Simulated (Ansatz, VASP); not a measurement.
**Two plane-wave programs on Ga**

```
CELL_PARAMETERS angstrom
-1.69835 1.69835 1.69835
1.69835 -1.69835 1.69835
1.69835 1.69835 -1.69835
ATOMIC_POSITIONS crystal
Ga 0.00000 0.00000 0.00000
```

Alike in both runs: task relaxation of cell and atoms; functional PBE; k mesh 13 × 13 × 13; occupations fermi-dirac, width 0.1 eV; no spin polarisation.

|  | VASP | Ansatz |
| --- | --- | --- |
| version | VASP 6.6.1 | Ansatz 0.2.0 |
| potentials or method | VASP PAW PBE potentials, release 64 (Ga_d), cutoff 600 eV | plane waves (420 eV) with PAW, scalar-relativistic |
| valence electrons in the cell | 13 | 13 |

VASP gave:

- relaxed volume (Å³/atom): 19.23
- relaxed cell length with the largest relative difference (Å): 2.923

Task: Estimate Ansatz's values.

Result: Relaxed volume (Å³/atom): 19.18; relaxed cell length with the largest relative difference (Å): 2.921.
